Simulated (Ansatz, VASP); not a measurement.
# CoO: VASP beside Ansatz

```
Co O
1.0
    -1.50800    1.50800    2.10725
     1.50800   -1.50800    2.10725
     1.50800    1.50800   -2.10725
Co O
1 1
Direct
  0.00000 0.00000 0.00000
  0.50000 0.50000 0.00000
```

Alike in both runs: functional LDA; k mesh 12 × 12 × 12; occupations fermi-dirac, width 0.05 eV; collinear spin.

|  | VASP | Ansatz |
| --- | --- | --- |
| version | VASP 6.6.1 | Ansatz 0.2.0 |
| potentials or method | VASP PAW LDA potentials, release 64 (Co, O), cutoff 520 eV | all-electron LAPW, scalar-relativistic |
| task | single point | band structure |

```csv
,VASP,Ansatz,Ansatz less VASP
gap on the k mesh at the Fermi level (eV),none,none,-
pressure (GPa),-19.9,-17.9,+2.00
"traceless stress, the component that is largest in VASP (GPa)",-0.33,-0.23,+0.101
net moment per atom (μB),1.33,1.43,+0.101
size of the moment on the site where the two differ most (μB),2.33,2.49,+0.167
```

The net moments are unlike, so the other rows may belong to different states. LDA's correlation is that of Perdew and Zunger in VASP and of Perdew and Wang (1992) in Ansatz. Site moments also hang on the region over which each program counts them. A gap of «none» marks a metal or a gap that the smearing closes. Ansatz ran all-electron here, and VASP with PAW potentials.
